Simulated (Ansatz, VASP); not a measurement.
Two plane-wave programs on Si2W

The input INCAR:

```
PREC     = Accurate       # precision mode
ENCUT    = 520            # plane-wave cutoff, eV
EDIFF    = 1E-6           # SCF threshold, eV
ISMEAR   = 0              # smearing method
SIGMA    = 0.03           # smearing width, eV
LREAL    = False          # projectors in reciprocal space
LASPH    = True           # aspherical terms in the spheres
NELM     = 60             # most SCF steps
ALGO     = Normal         # electronic algorithm
ISIF     = 2              # what is computed and relaxed
LWAVE    = False          # write WAVECAR
LCHARG   = False          # write CHGCAR
GGA      = PE             # functional
NBANDS   = 43             # bands
```

Contents of KPOINTS:

```
Automatic mesh
0
Gamma
  9 9 6
```

File POSCAR:

```
Si2W
1.0
    4.6907127290      0.0000000000      0.0000000000
   -2.3453563645      4.0622763851      0.0000000000
    0.0000000000      0.0000000000      6.4323743652
Si W
6 3
Direct
    0.8425991990      0.6851983979      0.5000000000
    0.1574008010      0.8425991990      0.8333333333
    0.6851983979      0.8425991990      0.1666666667
    0.1574008010      0.3148016021      0.5000000000
    0.8425991990      0.1574008010      0.8333333333
    0.3148016021      0.1574008010      0.1666666667
    0.0000000000      0.5000000000      0.1666666667
    0.5000000000      0.5000000000      0.8333333333
    0.5000000000      0.0000000000      0.5000000000
```

Input for Ansatz:

```yaml
crystal:
  lattice:
    - [4.690712729, 0.0, 0.0]
    - [-2.3453563645, 4.0622763851, 0.0]
    - [0.0, 0.0, 6.4323743652]
  atoms:
    - { symbol: Si, position: [0.842599199, 0.6851983979, 0.5] }
    - { symbol: Si, position: [0.157400801, 0.842599199, 0.8333333333] }
    - { symbol: Si, position: [0.6851983979, 0.842599199, 0.1666666667] }
    - { symbol: Si, position: [0.157400801, 0.3148016021, 0.5] }
    - { symbol: Si, position: [0.842599199, 0.157400801, 0.8333333333] }
    - { symbol: Si, position: [0.3148016021, 0.157400801, 0.1666666667] }
    - { symbol: W, position: [0.0, 0.5, 0.1666666667] }
    - { symbol: W, position: [0.5, 0.5, 0.8333333333] }
    - { symbol: W, position: [0.5, 0.0, 0.5] }
basis:
  ecutwfc: 420
kpoints:
  mp_grid: { grid: [9, 9, 6] }
hamiltonian:
  xc: pbe
  pseudopotentials: { kind: paw, azcp: { folder: soft_1 } }
scf:
  occupations: { method: gaussian, width: 0.03 }
output:
  forces: true
  stress: true
  eigenvalues: true
```

Alike in both runs: task single point; functional PBE; k mesh 9 × 9 × 6; occupations gaussian, width 0.03 eV; no spin polarisation.

|  | VASP | Ansatz |
| --- | --- | --- |
| version | VASP 6.6.1 | Ansatz 0.2.0 |
| potentials or method | VASP PAW PBE potentials, release 64 (Si, W_sv), cutoff 520 eV | scalar-relativistic, plane waves, PAW |
| valence electrons in the cell | 66 | 66 |

```tsv
	VASP	Ansatz	Ansatz less VASP
gap on the k mesh at the Fermi level (eV)	0.03	0.03	+0.001
least direct gap on the mesh (eV)	0.51	0.51	0.000
pressure (GPa)	1.3	1.3	-0.01
traceless stress, the component that is largest in VASP (GPa)	7.81	7.82	+0.010
rms of the force components (eV/Å)	0.348	0.351	+0.0028
```

Atom by atom the forces differ by 0.003 eV/Å (rms over components).

Neither program's run includes spin-orbit coupling.
